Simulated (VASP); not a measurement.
Fe, 1 atom in the cell. It takes space group Im-3m (No. 229, cubic). Conventional cell: a = 2.943 Å, b = 2.943 Å, c = 2.943 Å, α = 90.00°, β = 90.00°, γ = 90.00°. Within 3.4 Å of Fe (site symmetry m-3m) lie 14 Fe at 2.55 to 2.94 Å. 

| Item | Value |
| --- | --- |
| Program | VASP 6.6.1 |
| Task | single point |
| Functional | PBEsol-based screened hybrid |
| Potentials or basis | VASP PAW PBE potentials, release 64 (Fe) |
| Cutoff | 520 eV |
| k mesh | 7 × 7 × 7 |
| Occupations | fermi-dirac, width 0.05 eV |
| Spin | collinear spin, ferromagnetic start |
| Starting moments | [3.0] μB |
| Dipole correction | no |
| Grid for exact exchange (PRECFOCK) | Normal |
| Share of exact exchange | 0.25 |
| Further INCAR settings | ALGO = Normal; EDIFF = 1e-06; NBANDS = 14 |
| Screening parameter | 0.207 1/Å |

Potentials or basis: VASP PAW PBE potentials, release 64 (Fe).

Command:

```bash
$ cat potpaw_PBE.64/Fe/POTCAR > POTCAR
$ cp INCAR.step1 INCAR
$ mpirun -np 1 vasp_std > vasp.out
$ cp INCAR.step2 INCAR
$ mpirun -np 1 vasp_std > vasp.out
```

Hardware: 1 thread of Intel(R) Xeon(R) 6975P-C (Granite Rapids), with other jobs on the host.

Question: Estimate the wall time of this run.

Answer: It took 13 min on 1 thread of Intel(R) Xeon(R) 6975P-C (Granite Rapids) (shared host), peak memory 0.24 GiB. Counts: k points 20.
